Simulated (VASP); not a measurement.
Runs of VASP 6.6.1 on VO2. The structure is that of space group P4_2/mnm (No. 136), or close to it. The cells are those of the table. 

```csv
cell,gap on the mesh (eV),pressure (GPa),moment (μB),largest force (eV/Å)
"a = 4.584, b = 4.583, c = 2.838 Å, 6 atoms",none,0.6,2.00,0.03
"a = 4.485, b = 4.484, c = 2.787 Å, 6 atoms",none,(a),(b),0.03
"a = 4.634, b = 4.634, c = 2.860 Å, 6 atoms",none,-5.6,2.00,0.03
"a = 4.687, b = 4.687, c = 2.878 Å, 6 atoms",none,-10.5,2.00,0.04
```

Alike in all rows: task single point; level PBE; potentials or basis VASP PAW PBE potentials, release 64 (V_sv, O); spin collinear, ferromagnetic start; k mesh 8 × 8 × 12; cutoff (eV) 600; smearing gaussian 0.1 eV.

Fill in the values left out.

(a) 17.1; (b) 1.99.

Caveats: semilocal functionals often make such compounds metallic where correlation or magnetic order opens a gap, which also shifts bond lengths.

A gap of «none» marks levels without a gap at the run's occupations.
